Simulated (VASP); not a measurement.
# TlCl (Pm-3m) in VASP: settings compared

TlCl is run at these levels: LDA, PBE+D3(BJ), PBE+D4, r2SCAN+rVV10; tasks: single point.

Everything below comes from runs of VASP 6.6.1. Logs are shortened: lines on timing, memory, paths and dates and some standing lists are left out, and cuts for length are marked.

## 1. The cell of the first run

Symmetry: Pm-3m, No. 221, cubic system. Conventional cell: a = 3.794 Å, b = 3.794 Å, c = 3.794 Å, α = 90.00°, β = 90.00°, γ = 90.00°. Tl (site symmetry m-3m) has 8 Cl at 3.29 Å and 6 Tl at 3.79 Å within 4.3 Å. Within 4.3 Å of Cl (site symmetry m-3m) lie 8 Tl at 3.29 Å and 6 Cl at 3.79 Å.

## 2. Single point, LDA

Contents of INCAR:

```
PREC = Accurate
ENCUT = 500
EDIFF = 1E-6
ISMEAR = 0
SIGMA = 0.01
LREAL = False
LASPH = True
NELM = 120
ALGO = Normal
ISIF = 2
LWAVE = False
LCHARG = False
NBANDS = 17
GGA_COMPAT = False
```

Contents of KPOINTS:

```
regular mesh
0
Gamma
  6 6 6
```

Contents of POSCAR:

```
TlCl
1.0
    3.7936347034      0.0000000000      0.0000000000
    0.0000000000      3.7936347034      0.0000000000
    0.0000000000      0.0000000000      3.7936347034
Tl Cl
1 1
Direct
    0.0000000000      0.0000000000      0.0000000000
    0.5000000000      0.5000000000      0.5000000000
```

Potentials or basis: VASP PAW LDA potentials, release 64 (Tl_d, Cl).

On the command line:

```console
$ cat potpaw_LDA.64/Tl_d/POTCAR potpaw_LDA.64/Cl/POTCAR > POTCAR
$ mpirun -np 1 vasp_std > vasp.out
```

OUTCAR:

```text
PREC = Accurate
   ENCUT = 500
   EDIFF = 1E-6
   ISMEAR = 0
   LREAL = False
   LASPH = True
   NELM = 120
   ISIF = 2

 ion  position               nearest neighbor table
   1  0.000  0.000  0.000-   2 3.29   2 3.29   2 3.29   2 3.29   2 3.29   2 3.29   2 3.29   2 3.29

   2  0.500  0.500  0.500-   1 3.29   1 3.29   1 3.29   1 3.29   1 3.29   1 3.29   1 3.29   1 3.29

  LATTYP: Found a simple cubic cell.
 ALAT       =     3.7936347034

  Lattice vectors:

 A1 = (   3.7936347034,   0.0000000000,   0.0000000000)
 A2 = (   0.0000000000,   3.7936347034,   0.0000000000)
 A3 = (   0.0000000000,   0.0000000000,   3.7936347034)

Analysis of symmetry for initial positions (statically):
=====================================================================
 Subroutine PRICEL returns:
 Original cell was already a primitive cell.

 Routine SETGRP: Setting up the symmetry group for a
 simple cubic supercell.

 Subroutine GETGRP returns: Found 48 space group operations
 (whereof 48 operations were pure point group operations)
 out of a pool of 48 trial point group operations.

The static configuration has the point symmetry O_h .

Analysis of symmetry for dynamics (positions and initial velocities):
=====================================================================
 Subroutine PRICEL returns:
 Original cell was already a primitive cell.

 Routine SETGRP: Setting up the symmetry group for a
 simple cubic supercell.

 Subroutine GETGRP returns: Found 48 space group operations
 (whereof 48 operations were pure point group operations)
 out of a pool of 48 trial point group operations.

The dynamic configuration has the point symmetry O_h .

 Subroutine INISYM returns: Found 48 space group operations
 (whereof 48 operations are pure point group operations),
 and found     1 'primitive' translations

----------------------------------------------------------------------------------------

                                     Primitive cell

  volume of cell :      54.5967

  direct lattice vectors                    reciprocal lattice vectors
     3.793634703  0.000000000  0.000000000     0.263599444  0.000000000  0.000000000
     0.000000000  3.793634703  0.000000000     0.000000000  0.263599444  0.000000000
     0.000000000  0.000000000  3.793634703     0.000000000  0.000000000  0.263599444

  length of vectors
     3.793634703  3.793634703  3.793634703     0.263599444  0.263599444  0.263599444

  position of ions in fractional coordinates (direct lattice)
     0.000000000  0.000000000  0.000000000
     0.500000000  0.500000000  0.500000000

  ion indices of the primitive-cell ions
   primitive index   ion index
                 1           1
                 2           2

----------------------------------------------------------------------------------------

 KPOINTS: regular mesh

Automatic generation of k-mesh.
 Grid dimensions read from file:
 generate k-points for:    6    6    6

 Generating k-lattice:

  Cartesian coordinates                     Fractional coordinates (reciprocal lattice)
     0.043933241  0.000000000  0.000000000     0.166666667  0.000000000  0.000000000
     0.000000000  0.043933241  0.000000000     0.000000000  0.166666667  0.000000000
     0.000000000  0.000000000  0.043933241     0.000000000  0.000000000  0.166666667

  Length of vectors
     0.043933241  0.043933241  0.043933241

  Shift w.r.t. Gamma in fractional coordinates (k-lattice)
     0.000000000  0.000000000  0.000000000

 Subroutine IBZKPT returns following result:
 ===========================================

 Found     20 irreducible k-points:

 Following reciprocal coordinates:
            Coordinates               Weight
  0.000000  0.000000  0.000000      1.000000
  0.166667  0.000000  0.000000      6.000000
  0.333333  0.000000  0.000000      6.000000
  0.500000  0.000000  0.000000      3.000000
  0.166667  0.166667  0.000000     12.000000
  0.333333  0.166667  0.000000     24.000000
[... 12 lines left out ...]
  0.500000  0.500000  0.333333      6.000000
  0.500000  0.500000  0.500000      1.000000
   k-points           NKPTS =     20   k-points in BZ     NKDIM =     20   number of bands    NBANDS=     17
   number of dos      NEDOS =    301   number of ions     NIONS =      2
   total plane-waves  NPLWV =  21952
   dimension x,y,z NGX =    28 NGY =   28 NGZ =   28
   dimension x,y,z NGXF=    56 NGYF=   56 NGZF=   56
   ions per type =               1   1
   NGX,Y,Z   is equivalent  to a cutoff of  12.27, 12.27, 12.27 a.u.
   NGXF,Y,Z  is equivalent  to a cutoff of  24.54, 24.54, 24.54 a.u.
 SYSTEM =  unknown system
   PREC   = accura    normal or accurate (medium, high low for compatibility)
   ISTART =      0    job   : 0-new  1-cont  2-samecut
   ICHARG =      2    charge: 1-file 2-atom 10-const
   ISPIN  =      1    spin polarized calculation?
   LNONCOLLINEAR =      F non collinear calculations
   LSORBIT =      F    spin-orbit coupling
   LASPH  =      T    aspherical Exc in radial PAW
   ENCUT  =  500.0 eV  36.75 Ry    6.06 a.u.   6.92  6.92  6.92*2*pi/ulx,y,z
   NELM   =    120;   NELMIN=  2; NELMDL= -5     # of ELM steps
   EDIFF  = 0.1E-05   stopping-criterion for ELM
   LREAL  =      F    real-space projection
   EDIFFG = 0.1E-04   stopping-criterion for IOM
   NSW    =      0    number of steps for IOM
   IBRION =     -1    ionic relax: 0-MD 1-quasi-New 2-CG
   NFREE  =      0    steps in history (QN), initial steepest desc. (CG)
   ISIF   =      2    stress and relaxation
   ISYM   =      2    0-nonsym 1-usesym 2-fastsym
   POTIM  = 0.5000    time-step for ionic-motion
   TEBEG  =    0.0;   TEEND  =   0.0 temperature during run
   PSTRESS=    0.0 pullay stress
   NELECT =      20.0000    total number of electrons
   NUPDOWN=      -1.0000    fix difference up-down
   EMIN   =  10.00;   EMAX   =-10.00  energy-range for DOS
   EFERMI =   0.00;   METHOD = LEGACY
   ISMEAR =     0;   SIGMA  =   0.01  broadening in eV -4-tet -1-fermi 0-gaus
   EFERMI_NEDOS =   21; number of points for ismear=-14 and -15
   IALGO  =     38    algorithm
   IMIX   =      4    mixing-type and parameters
     AMIX     =   0.40;   BMIX     =  1.00
     AMIX_MAG =   1.60;   BMIX_MAG =  1.00
  volume/ion in A,a.u.               =      27.30       184.22
  Fermi-wavevector in a.u.,A,eV,Ry     =   1.171375  2.213578 18.668821  1.372120
  Thomas-Fermi vector in A             =   2.307820
   LORBIT       =      0    0 simple, 1 ext, 2 COOP (PROOUT), +10 PAW based schemes
   GGA     = CA    functional components
   LHFCALC =     F    Hartree Fock is set to
   AEXX    =    0.0000 exact exchange contribution
   IVDW    =     0    specifies the selected vdW correction
   LEPSILON=     F    determine dielectric tensor
   LRPA    =     F    only Hartree local field effects (RPA)
 non-spin polarized calculation
 Gauss-broadening in eV      SIGMA  =   0.01
  energy-cutoff  :      500.00
  volume of cell :       54.60
 maximum number of plane-waves:      1409
 NGX is ok and might be reduce to    28
   NGX = 13   NGY = 13   NGZ = 13

 number of electron      19.9999995 magnetization

 Free energy of the ion-electron system (eV)
  ---------------------------------------------------
  ext. energy  EPLUGINS =         0.00000000
  ---------------------------------------------------
  free energy    TOTEN  =        -6.97314773 eV

  energy without entropy =       -6.97314773  energy(sigma->0) =       -6.97314773

 E-fermi :   2.8972     XC(G=0):  -9.7455

 val. band max:        2.8444378387   @ k =   0.5000   0.0000   0.0000
 cond. band min:       4.6076949120   @ k =   0.5000   0.0000   0.0000
 fundamental gap:      1.7632570732
 Fermi energy:         2.8971691687

 k-point     1 :       0.0000    0.0000    0.0000
  band No.  band energies     occupation
      1     -11.0514      2.00000
      2      -7.1621      2.00000
      3      -7.1621      2.00000
      4      -6.8891      2.00000
      5      -6.8891      2.00000
      6      -6.8891      2.00000
[... 9 lines left out ...]
     16      15.5095      0.00000
     17      16.9980      0.00000

 k-point     2 :       0.1667    0.0000    0.0000
  band No.  band energies     occupation
      1     -10.9816      2.00000
      2      -7.1577      2.00000
      3      -7.1130      2.00000
      4      -6.9131      2.00000
      5      -6.9131      2.00000
      6      -6.8869      2.00000
[... 9 lines left out ...]
     16      16.7716      0.00000
     17      16.9074      0.00000

 k-point     3 :       0.3333    0.0000    0.0000
  band No.  band energies     occupation
      1     -10.8336      2.00000
      2      -7.1490      2.00000
      3      -7.0206      2.00000
      4      -6.9603      2.00000
      5      -6.9603      2.00000
      6      -6.8826      2.00000
[... 9 lines left out ...]
     16      14.9943      0.00000
     17      16.9293      0.00000

 k-point     4 :       0.5000    0.0000    0.0000
  band No.  band energies     occupation
      1     -10.7549      2.00000
      2      -7.1446      2.00000
      3      -6.9835      2.00000
      4      -6.9835      2.00000
      5      -6.9787      2.00000
      6      -6.8804      2.00000
[... 9 lines left out ...]
     16      16.7460      0.00000
     17      16.9043      0.00000
[... 263 lines left out ...]
      1     -10.5208      2.00000
      2      -7.0730      2.00000
      3      -7.0374      2.00000
      4      -6.9883      2.00000
      5      -6.8951      2.00000
      6      -6.8380      2.00000
[... 9 lines left out ...]
     16      14.9388      0.00000
     17      19.5280      0.00000

 k-point    19 :       0.5000    0.5000    0.3333
  band No.  band energies     occupation
      1     -10.4693      2.00000
      2      -7.0685      2.00000
      3      -7.0685      2.00000
      4      -7.0511      2.00000
      5      -6.8657      2.00000
      6      -6.8039      2.00000
[... 9 lines left out ...]
     16      15.2517      0.00000
     17      19.8250      0.00000

 k-point    20 :       0.5000    0.5000    0.5000
  band No.  band energies     occupation
      1     -10.4090      2.00000
      2      -7.1039      2.00000
      3      -7.1039      2.00000
      4      -7.1039      2.00000
      5      -6.8028      2.00000
      6      -6.8028      2.00000
[... 9 lines left out ...]
     16      15.5969      0.00000
     17      19.9111      0.00000

------------------------ aborting loop because EDIFF is reached ----------------------------------------

  FORCE on cell =-STRESS in cart. coord.  units (eV):
  Direction    XX          YY          ZZ          XY          YZ          ZX
  --------------------------------------------------------------------------------------
  -------------------------------------------------------------------------------------
  Total       -0.8341881     -0.8341881     -0.8341881      0.0000000     -0.0000000      0.0000000
  in kB      -24.4798109    -24.4798109    -24.4798109      0.0000000     -0.0000000      0.0000000
  external PRESSURE =     -24.4798109 kB  Pullay stress =       0.0000000 kB

 VOLUME and BASIS-vectors are now :
 -----------------------------------------------------------------------------
  energy-cutoff  :      500.00
  volume of cell :       54.60
      direct lattice vectors                 reciprocal lattice vectors
     3.793634703  0.000000000  0.000000000     0.263599444  0.000000000  0.000000000
     0.000000000  3.793634703  0.000000000     0.000000000  0.263599444  0.000000000
     0.000000000  0.000000000  3.793634703     0.000000000  0.000000000  0.263599444

 POSITION                                       TOTAL-FORCE (eV/Angst)
 -----------------------------------------------------------------------------------
      0.00000      0.00000      0.00000         0.000000      0.000000      0.000000
      1.89682      1.89682      1.89682         0.000000      0.000000      0.000000
 -----------------------------------------------------------------------------------
    total drift:                               -0.000000      0.000000      0.000000

  FREE ENERGIE OF THE ION-ELECTRON SYSTEM (eV)
  ---------------------------------------------------
  free  energy   TOTEN  =        -6.9731477293 eV

  energy  without entropy=       -6.9731477293  energy(sigma->0) =       -6.97314773
```

Run time: 6.2 s. Hardware: 1 thread of Intel Xeon 6975P-C (Granite Rapids), shared host; peak memory 0.14 GiB.

What came out:

| Item | Value |
| --- | --- |
| Free energy | -6.9731 eV |
| Pressure | -2.4 GPa |
| Band gap on the k mesh | 1.76 eV, direct |

Levels at points of the mesh, in eV from the valence-band top:
```csv
k point,band 8,band 9,band 10,band 11,band 12,band 13
"(0.00, 0.00, 0.00)",-1.69,-1.69,-1.69,7.53,7.53,7.76
"(0.50, 0.00, 0.00)",-1.20,-1.20,0.00,1.76,6.38,6.38
"(0.50, 0.50, 0.00)",-3.29,-3.29,-1.16,4.75,4.75,8.18
"(0.50, 0.50, 0.50)",-2.20,-2.20,-2.20,2.18,2.18,2.18
```

Caveat: spin-orbit coupling is left out, which moves the levels of the heavy elements. As with any semilocal functional, this LDA gap is likely too small.

(Continued in part 2 of 2.)
